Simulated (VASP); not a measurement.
A run of VASP 6.6.1:

INCAR

```
SYSTEM = Mg
ALGO     = Normal         ! electronic algorithm
EDIFF    = 1E-7           ! SCF threshold, eV
ENCUT    = 520            ! plane-wave cutoff, eV
GGA      = PE             ! functional
ISIF     = 2              ! what is computed and relaxed
ISMEAR   = 1              ! smearing method
LASPH    = .TRUE.         ! aspherical terms in the spheres
LCHARG   = .FALSE.        ! write CHGCAR
LREAL    = .FALSE.        ! projectors in reciprocal space
LWAVE    = .FALSE.        ! write WAVECAR
NBANDS   = 9              ! bands
NELM     = 100            ! most SCF steps
PREC     = Accurate       ! precision mode
SIGMA    = 0.1            ! smearing width, eV
```

The input KPOINTS:

```
k-points
0
G
  10 10 6
  0 0 0
```

File POSCAR:

```
Mg
1.0
    3.2722434310      0.0000000000      0.0000000000
   -1.6361217155      2.8338456038      0.0000000000
    0.0000000000      0.0000000000      5.3124886887
Mg
2
Direct
    0.3333333333      0.6666666667      0.2500000000
    0.6666666667      0.3333333333      0.7500000000
```

Potentials or basis: VASP PAW PBE potentials, release 64 (Mg).

Launch:

```sh
$ cat potpaw_PBE.64/Mg/POTCAR > POTCAR
$ mpirun -np 1 vasp_std > vasp.out
```

Hardware: 1 thread of Intel Xeon 8259CL, with other jobs on the host.

**Question.** Estimate the wall time of this run.

**Answer.** Wall time 22 s on 1 thread of Intel Xeon 8259CL, on a shared host, peak memory 0.17 GiB. Counts: scf iterations 11, k points 56.
